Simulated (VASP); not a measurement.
# CdSe (zincblende type) in VASP: notebook, part 2 of 3

VASP 6.6.1. Earlier steps stand in the parts before.

**4. Electric field gradients, PBE (x and y stretched by -3 %, z held)**

The input, INCAR:

```
PREC = Accurate
ENCUT = 520
EDIFF = 1E-8
ISMEAR = -1
SIGMA = 0.08
LREAL = False
LASPH = True
NELM = 100
ALGO = Normal
ISIF = 2
LWAVE = False
LCHARG = False
GGA = PE
LEFG = True
NBANDS = 16
```

The input, KPOINTS:

```
Automatic mesh
0
Gamma
  10 10 10
```

The input, POSCAR:

```
CdSe
1.0
    0.0000000000      3.0051092287      3.0980507512
    3.0051092287      0.0000000000      3.0980507512
    3.0051092287      3.0051092287      0.0000000000
Cd Se
1 1
Direct
    0.0000000000      0.0000000000      0.0000000000
    0.2500000000      0.2500000000      0.2500000000
```

Potentials or basis: VASP PAW PBE potentials, release 64 (Cd, Se).

On the command line:

```console
$ cat potpaw_PBE.64/Cd/POTCAR potpaw_PBE.64/Se/POTCAR > POTCAR
$ mpirun -np 1 vasp_std > vasp.out
```

OUTCAR:

```text
PREC = Accurate
   ENCUT = 520
   EDIFF = 1E-8
   ISMEAR = -1
   LREAL = False
   LASPH = True
   NELM = 100
   ISIF = 2
   GGA = PE

 ion  position               nearest neighbor table
   1  0.000  0.000  0.000-   2 2.63   2 2.63   2 2.63   2 2.63
   2  0.250  0.250  0.250-   1 2.63   1 2.63   1 2.63   1 2.63

  LATTYP: Found a body centered tetragonal cell.
 ALAT       =     4.2498662276
 C/A-ratio  =     1.4579521261

  Lattice vectors:

 A1 = (  -3.0051092287,   0.0000000000,   3.0980507512)
 A2 = (   3.0051092287,   0.0000000000,   3.0980507512)
 A3 = (   0.0000000000,   3.0051092287,  -3.0980507512)

Analysis of symmetry for initial positions (statically):
=====================================================================
 Subroutine PRICEL returns:
 Original cell was already a primitive cell.

 Routine SETGRP: Setting up the symmetry group for a
 body centered tetragonal supercell.

[... 643 lines left out ...]
  volume of cell :       55.96
      direct lattice vectors                 reciprocal lattice vectors
     0.000000000  3.005109229  3.098050751    -0.166383303  0.166383303  0.161391804
     3.005109229  0.000000000  3.098050751     0.166383303 -0.166383303  0.161391804
     3.005109229  3.005109229  0.000000000     0.166383303  0.166383303 -0.161391804

 POSITION                                       TOTAL-FORCE (eV/Angst)
 -----------------------------------------------------------------------------------
      0.00000      0.00000      0.00000         0.000000      0.000000      0.000000
      1.50255      1.50255      1.54903        -0.000000      0.000000     -0.000000
 -----------------------------------------------------------------------------------
    total drift:                               -0.000000     -0.000000     -0.000000

  FREE ENERGIE OF THE ION-ELECTRON SYSTEM (eV)
  ---------------------------------------------------
  free  energy   TOTEN  =        -5.4594892872 eV

  energy  without entropy=       -5.4593523763  energy(sigma->0) =       -5.45942083

 Electric field gradients (V/A^2)
---------------------------------------------------------------------
 ion       V_xx      V_yy      V_zz      V_xy      V_xz      V_yz
---------------------------------------------------------------------
   1       4.531     4.531    -9.062    -0.001    -0.001    -0.001
   2      -6.123    -6.123    12.245    -0.000     0.000     0.000
---------------------------------------------------------------------

 Electric field gradients after diagonalization (V/A^2)
 (convention: |V_zz| > |V_xx| > |V_yy|)
----------------------------------------------------------------------
 ion       V_xx      V_yy      V_zz     asymmetry (V_yy - V_xx)/ V_zz
----------------------------------------------------------------------
   1       4.533     4.530    -9.062       0.000
   2      -6.123    -6.123    12.245       0.000
----------------------------------------------------------------------

           NMR quadrupolar parameters

 Cq : quadrupolar parameter    Cq=e*Q*V_zz/h
 eta: asymmetry parameters     (V_yy - V_xx)/ V_zz
 Q  : nuclear electric quadrupole moment in mb (millibarn)
----------------------------------------------------------------------
 ion       Cq(MHz)       eta       Q (mb)
----------------------------------------------------------------------
   1      -0.022       0.000       1.000
   2       0.030       0.000       1.000
----------------------------------------------------------------------
```

OSZICAR:

```text
N       E                     dE             d eps       ncg     rms          rms(c)
DAV:   1     0.106326307083E+03    0.10633E+03   -0.88625E+03  3352   0.101E+03
DAV:   2    -0.177644140555E+01   -0.10810E+03   -0.10220E+03  3928   0.247E+02
DAV:   3    -0.581646860433E+01   -0.40400E+01   -0.40333E+01  3880   0.492E+01
DAV:   4    -0.583386014485E+01   -0.17392E-01   -0.17391E-01  4280   0.325E+00
DAV:   5    -0.583397044012E+01   -0.11030E-03   -0.11030E-03  3920   0.223E-01    0.630E+00
DAV:   6    -0.548044491577E+01    0.35353E+00   -0.53424E-01  4840   0.887E+00    0.497E+00
DAV:   7    -0.545831640690E+01    0.22129E-01   -0.14771E-01  3936   0.256E+00    0.212E+00
DAV:   8    -0.545921491164E+01   -0.89850E-03   -0.14006E-02  3872   0.145E+00    0.254E-01
DAV:   9    -0.545937596852E+01   -0.16106E-03   -0.14469E-03  4048   0.500E-01    0.458E-02
DAV:  10    -0.545944213130E+01   -0.66163E-04   -0.16113E-04  4160   0.159E-01    0.423E-02
DAV:  11    -0.545948899559E+01   -0.46864E-04   -0.77832E-05  4040   0.563E-02    0.155E-02
DAV:  12    -0.545948879257E+01    0.20302E-06   -0.24629E-06  3840   0.201E-02    0.498E-03
DAV:  13    -0.545948928633E+01   -0.49377E-06   -0.15306E-06  4168   0.712E-03    0.260E-03
DAV:  14    -0.545948928723E+01   -0.89312E-09   -0.37693E-08  3928   0.136E-03
   1 F= -.54594893E+01 E0= -.54594208E+01  d E =-.136911E-03
```

stdout:

```text
POSCAR found type information on POSCAR CdSe
 POSCAR found :  2 types and       2 ions
 scaLAPACK will be used
 LDA part: xc-table for (Slater+PW92), standard interpolation
 POSCAR, INCAR and KPOINTS ok, starting setup
 FFT: planning ... GRIDC
 FFT: planning ... GRID_SOFT
 FFT: planning ... GRID
 WAVECAR not read
 entering main loop
ion   1

ion   2
```

It took 88 s on 1 thread of Intel Xeon 8259CL, shared host; peak memory 0.24 GiB.

Results:

| Quantity | Value |
| --- | --- |
| Free energy | -5.4595 eV |
| Pressure | 3.4 GPa |
| Band gap on the k mesh | 0.59 eV |
| Largest electric field gradient by atom | Cd -9.1; Se +12.2 V/Å² |

Electric field gradients, principal values (V/Å²):
```
atom   least  middle  greatest (by size)
1 Cd   4.530   4.533              -9.062
2 Se  -6.123  -6.123              12.245
```

Caveat: the cell differs from its parent crystal (x and y stretched by -3 %, z held); the cell stands under pressure; without QUAD_EFG the Cq values of the log hold for a quadrupole moment of 1 mb, not for the nuclei.

**5. Electric field gradients, PBE**

The input, INCAR:

```
PREC = Accurate
ENCUT = 520
EDIFF = 1E-8
ISMEAR = -1
SIGMA = 0.08
LREAL = F
LASPH = T
NELM = 60
ALGO = Normal
ISIF = 2
LWAVE = F
LCHARG = F
GGA = PE
LEFG = T
NBANDS = 16
```

The input, KPOINTS:

```
regular mesh
0
Gamma
  14 14 14
```

The input, POSCAR:

```
CdSe
1.0
    0.0000000000      3.0980507512      3.0980507512
    3.0980507512      0.0000000000      3.0980507512
    3.0980507512      3.0980507512      0.0000000000
Cd Se
1 1
Direct
    0.0000000000      0.0000000000      0.0000000000
    0.2500000000      0.2500000000      0.2500000000
```

Potentials or basis: VASP PAW PBE potentials, release 64 (Cd, Se).

On the command line:

```console
$ cat potpaw_PBE.64/Cd/POTCAR potpaw_PBE.64/Se/POTCAR > POTCAR
$ mpirun -np 1 vasp_std > vasp.out
```

OUTCAR:

```text
PREC = Accurate
   ENCUT = 520
   EDIFF = 1E-8
   ISMEAR = -1
   LREAL = F
   LASPH = T
   NELM = 60
   ISIF = 2
   GGA = PE

 ion  position               nearest neighbor table
   1  0.000  0.000  0.000-   2 2.68   2 2.68   2 2.68   2 2.68
   2  0.250  0.250  0.250-   1 2.68   1 2.68   1 2.68   1 2.68

  LATTYP: Found a face centered cubic cell.
 ALAT       =     6.1961015024

  Lattice vectors:

 A1 = (   0.0000000000,   3.0980507512,   3.0980507512)
 A2 = (   3.0980507512,   0.0000000000,   3.0980507512)
 A3 = (   3.0980507512,   3.0980507512,   0.0000000000)

Analysis of symmetry for initial positions (statically):
=====================================================================
 Subroutine PRICEL returns:
 Original cell was already a primitive cell.

 Routine SETGRP: Setting up the symmetry group for a
 face centered cubic supercell.

 Subroutine GETGRP returns: Found 24 space group operations
 (whereof 24 operations were pure point group operations)
 out of a pool of 48 trial point group operations.

The static configuration has the point symmetry T_d .

Analysis of symmetry for dynamics (positions and initial velocities):
=====================================================================
 Subroutine PRICEL returns:
 Original cell was already a primitive cell.

 Routine SETGRP: Setting up the symmetry group for a
 face centered cubic supercell.

 Subroutine GETGRP returns: Found 24 space group operations
 (whereof 24 operations were pure point group operations)
 out of a pool of 48 trial point group operations.

The dynamic configuration has the point symmetry T_d .

 Subroutine INISYM returns: Found 24 space group operations
 (whereof 24 operations are pure point group operations),
 and found     1 'primitive' translations

----------------------------------------------------------------------------------------

                                     Primitive cell

  volume of cell :      59.4697

  direct lattice vectors                    reciprocal lattice vectors
     0.000000000  3.098050751  3.098050751    -0.161391804  0.161391804  0.161391804
     3.098050751  0.000000000  3.098050751     0.161391804 -0.161391804  0.161391804
     3.098050751  3.098050751  0.000000000     0.161391804  0.161391804 -0.161391804

  length of vectors
     4.381305389  4.381305389  4.381305389     0.279538805  0.279538805  0.279538805

  position of ions in fractional coordinates (direct lattice)
     0.000000000  0.000000000  0.000000000
     0.250000000  0.250000000  0.250000000

  ion indices of the primitive-cell ions
   primitive index   ion index
                 1           1
                 2           2

----------------------------------------------------------------------------------------

 KPOINTS: regular mesh

Automatic generation of k-mesh.
 Grid dimensions read from file:
[... 71 lines left out ...]
   ISIF   =      2    stress and relaxation
   ISYM   =      2    0-nonsym 1-usesym 2-fastsym
   POTIM  = 0.5000    time-step for ionic-motion
   TEBEG  =    0.0;   TEEND  =   0.0 temperature during run
   PSTRESS=    0.0 pullay stress
   NELECT =      18.0000    total number of electrons
   NUPDOWN=      -1.0000    fix difference up-down
   EMIN   =  10.00;   EMAX   =-10.00  energy-range for DOS
   EFERMI =   0.00;   METHOD = LEGACY
   ISMEAR =    -1;   SIGMA  =   0.08  broadening in eV -4-tet -1-fermi 0-gaus
   EFERMI_NEDOS =   21; number of points for ismear=-14 and -15
   IALGO  =     38    algorithm
   IMIX   =      4    mixing-type and parameters
     AMIX     =   0.40;   BMIX     =  1.00
     AMIX_MAG =   1.60;   BMIX_MAG =  1.00
  volume/ion in A,a.u.               =      29.73       200.66
  Fermi-wavevector in a.u.,A,eV,Ry     =   1.099176  2.077141 16.438387  1.208187
  Thomas-Fermi vector in A             =   2.235566
   LORBIT       =      0    0 simple, 1 ext, 2 COOP (PROOUT), +10 PAW based schemes
   GGA     = PE    functional components
   LHFCALC =     F    Hartree Fock is set to
   AEXX    =    0.0000 exact exchange contribution
   IVDW    =     0    specifies the selected vdW correction
   LEPSILON=     F    determine dielectric tensor
   LRPA    =     F    only Hartree local field effects (RPA)
 non-spin polarized calculation
  energy-cutoff  :      520.00
  volume of cell :       59.47
 maximum number of plane-waves:      1639
 NGX is ok and might be reduce to    36
   NGX = 17   NGY = 17   NGZ = 17

 number of electron      18.0000000 magnetization

 Free energy of the ion-electron system (eV)
  ---------------------------------------------------
  ext. energy  EPLUGINS =         0.00000000
  ---------------------------------------------------
  free energy    TOTEN  =        -5.50011757 eV

  energy without entropy =       -5.49997265  energy(sigma->0) =       -5.50004511

 E-fermi :   0.9195     XC(G=0):  -8.6353

 val. band max:        0.5148911071   @ k =   0.0000   0.0000   0.0000
 cond. band min:       1.0088655577   @ k =   0.0000   0.0000   0.0000
 fundamental gap:      0.4939744506
 Fermi energy:         0.9194629867

 k-point     1 :       0.0000    0.0000    0.0000
  band No.  band energies     occupation
      1     -11.7824      2.00000
      2      -7.2471      2.00000
      3      -7.2471      2.00000
      4      -7.2471      2.00000
      5      -6.9294      2.00000
      6      -6.9294      2.00000
[... 433 lines left out ...]
      3      -7.1689      2.00000
      4      -7.0594      2.00000
      5      -6.9332      2.00000
      6      -6.9113      2.00000
[... 8 lines left out ...]
     15      11.5837      0.00000
     16      11.9698      0.00000

 [... further k-points ...]

------------------------ aborting loop because EDIFF is reached ----------------------------------------

  FORCE on cell =-STRESS in cart. coord.  units (eV):
  Direction    XX          YY          ZZ          XY          YZ          ZX
  --------------------------------------------------------------------------------------
  -------------------------------------------------------------------------------------
  Total        0.0927680      0.0927680      0.0927680      0.0000000      0.0000000      0.0000000
  in kB        2.4992709      2.4992709      2.4992709      0.0000000      0.0000000      0.0000000
  external PRESSURE =       2.4992709 kB  Pullay stress =       0.0000000 kB

 VOLUME and BASIS-vectors are now :
 -----------------------------------------------------------------------------
  energy-cutoff  :      520.00
  volume of cell :       59.47
      direct lattice vectors                 reciprocal lattice vectors
     0.000000000  3.098050751  3.098050751    -0.161391804  0.161391804  0.161391804
     3.098050751  0.000000000  3.098050751     0.161391804 -0.161391804  0.161391804
     3.098050751  3.098050751  0.000000000     0.161391804  0.161391804 -0.161391804

 POSITION                                       TOTAL-FORCE (eV/Angst)
 -----------------------------------------------------------------------------------
      0.00000      0.00000      0.00000         0.000000     -0.000000      0.000000
      1.54903      1.54903      1.54903        -0.000000      0.000000     -0.000000
 -----------------------------------------------------------------------------------
    total drift:                               -0.000000     -0.000000     -0.000000

  FREE ENERGIE OF THE ION-ELECTRON SYSTEM (eV)
  ---------------------------------------------------
  free  energy   TOTEN  =        -5.5001175690 eV

  energy  without entropy=       -5.4999726493  energy(sigma->0) =       -5.50004511

 Electric field gradients (V/A^2)
---------------------------------------------------------------------
 ion       V_xx      V_yy      V_zz      V_xy      V_xz      V_yz
---------------------------------------------------------------------
   1       0.000    -0.000    -0.000    -0.002    -0.002    -0.002
   2      -0.000    -0.000    -0.000     0.000     0.000     0.000
---------------------------------------------------------------------

 Electric field gradients after diagonalization (V/A^2)
 (convention: |V_zz| > |V_xx| > |V_yy|)
----------------------------------------------------------------------
 ion       V_xx      V_yy      V_zz     asymmetry (V_yy - V_xx)/ V_zz
----------------------------------------------------------------------
   1       0.002     0.002    -0.003       0.000
   2      -0.000    -0.000     0.001       0.000
----------------------------------------------------------------------

           NMR quadrupolar parameters

 Cq : quadrupolar parameter    Cq=e*Q*V_zz/h
 eta: asymmetry parameters     (V_yy - V_xx)/ V_zz
 Q  : nuclear electric quadrupole moment in mb (millibarn)
----------------------------------------------------------------------
 ion       Cq(MHz)       eta       Q (mb)
----------------------------------------------------------------------
   1      -0.000       0.000       1.000
   2       0.000       0.000       1.000
----------------------------------------------------------------------
```

OSZICAR:

```text
N       E                     dE             d eps       ncg     rms          rms(c)
DAV:   1     0.106132777811E+03    0.10613E+03   -0.88006E+03  3376   0.101E+03
DAV:   2    -0.171549650552E+01   -0.10785E+03   -0.10188E+03  4072   0.245E+02
DAV:   3    -0.586559690966E+01   -0.41501E+01   -0.41432E+01  3968   0.499E+01
DAV:   4    -0.588396712595E+01   -0.18370E-01   -0.18370E-01  4384   0.333E+00
DAV:   5    -0.588408739175E+01   -0.12027E-03   -0.12027E-03  4016   0.232E-01    0.553E+00
DAV:   6    -0.551944029248E+01    0.36465E+00   -0.55844E-01  5032   0.853E+00    0.447E+00
DAV:   7    -0.549888310089E+01    0.20557E-01   -0.13509E-01  3952   0.243E+00    0.197E+00
DAV:   8    -0.549977534677E+01   -0.89225E-03   -0.12144E-02  3832   0.131E+00    0.240E-01
DAV:   9    -0.549999590812E+01   -0.22056E-03   -0.13351E-03  4056   0.447E-01    0.487E-02
DAV:  10    -0.550006535648E+01   -0.69448E-04   -0.14702E-04  4264   0.147E-01    0.443E-02
DAV:  11    -0.550011705174E+01   -0.51695E-04   -0.84313E-05  4088   0.572E-02    0.175E-02
DAV:  12    -0.550011682615E+01    0.22559E-06   -0.14209E-06  3952   0.127E-02    0.845E-03
DAV:  13    -0.550011748811E+01   -0.66196E-06   -0.20052E-06  4152   0.764E-03    0.320E-03
DAV:  14    -0.550011747203E+01    0.16076E-07   -0.77855E-08  4216   0.179E-03    0.191E-03
DAV:  15    -0.550011756851E+01   -0.96477E-07   -0.24485E-08  4176   0.106E-03    0.797E-05
DAV:  16    -0.550011756896E+01   -0.45361E-09   -0.64973E-10  2528   0.191E-04
   1 F= -.55001176E+01 E0= -.55000451E+01  d E =-.144920E-03
```

Run time: 2.7 min. Hardware: 1 thread of Intel Xeon 8259CL, shared host; peak memory 0.27 GiB.

Results:

| Item | Value |
| --- | --- |
| Free energy | -5.5001 eV |
| Pressure | 0.2 GPa |
| Band gap on the k mesh | 0.49 eV |
| Largest electric field gradient by atom | zero within the noise of the run |

(Continued in part 3 of 3.)
